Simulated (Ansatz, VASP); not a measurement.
MgS: VASP beside Ansatz

Contents of POSCAR:

```
MgS
1.0
    0.0000000000      2.8308768411      2.8308768411
    2.8308768411      0.0000000000      2.8308768411
    2.8308768411      2.8308768411      0.0000000000
Mg S
1 1
Direct
    0.0000000000      0.0000000000      0.0000000000
    0.2500000000      0.2500000000      0.2500000000
```

The input INCAR.step1:

```
PREC = Accurate
ENCUT = 520
EDIFF = 1E-5
ISMEAR = 0
SIGMA = 0.01
LREAL = False
LASPH = True
NELM = 100
ALGO = Normal
ISIF = 2
LWAVE = True
LCHARG = False
NBANDS = 11
GGA = PE
```

INCAR.step2

```
PREC = Accurate
ENCUT = 520
EDIFF = 1E-6
ISMEAR = 0
SIGMA = 0.01
LREAL = False
LASPH = True
NELM = 100
ALGO = Normal
ISIF = 2
LWAVE = False
LCHARG = False
GGA = PE
LHFCALC = True
HFSCREEN = 0.2079
PRECFOCK = Normal
NBANDS = 11
ISTART = 1
```

File KPOINTS:

```
Automatic mesh
0
Gamma
  6 6 6
```

Input for Ansatz:

```yaml
crystal:
  lattice:
    - [0.0, 2.8308768411, 2.8308768411]
    - [2.8308768411, 0.0, 2.8308768411]
    - [2.8308768411, 2.8308768411, 0.0]
  atoms:
    - { symbol: Mg, position: [0.0, 0.0, 0.0] }
    - { symbol: S, position: [0.25, 0.25, 0.25] }
kpoints:
  mp_grid: { grid: [6, 6, 6] }
  band_path:
    path:
      - [0.0, 0.0, 0.0]
      - [-0.5, -0.5, 0.0]
      - [-0.375, -0.375, 0.25]
      - [-0.375, 0.0, 0.375]
      - [0.0, 0.0, 0.5]
      - [-0.5, -0.25, 0.25]
    npoints: 1
hamiltonian:
  xc: hse06
scf:
  occupations: { method: fixed }
  n_extra_bands: 4
output:
  forces: true
  stress: true
  eigenvalues: true
```

Alike in both runs: task single point; functional HSE06; k mesh 6 × 6 × 6; no spin polarisation.

|  | VASP | Ansatz |
| --- | --- | --- |
| version | VASP 6.6.1 | Ansatz 0.2.0 |
| potentials or method | VASP PAW PBE potentials, release 64 (Mg, S) | plane waves, PAW |
| plane-wave cutoff (eV) | 520 | 420 |
| occupations | gaussian, width 0.01 eV | fixed |
| valence electrons in the cell | 8 | 16 |

Ansatz gave:

```
gap on the k mesh at the Fermi level (eV) : 4.53
pressure (GPa)                            : 0.0
```

Q: Estimate VASP's values.

A: gap on the k mesh at the Fermi level (eV): 4.51; pressure (GPa): -0.1.

VASP's potentials hold 8 valence electrons a cell and Ansatz's 16, so a difference there can come from the potentials and not from the codes. Ansatz's warnings: stress exchange threshold loose, stress scf threshold loose.
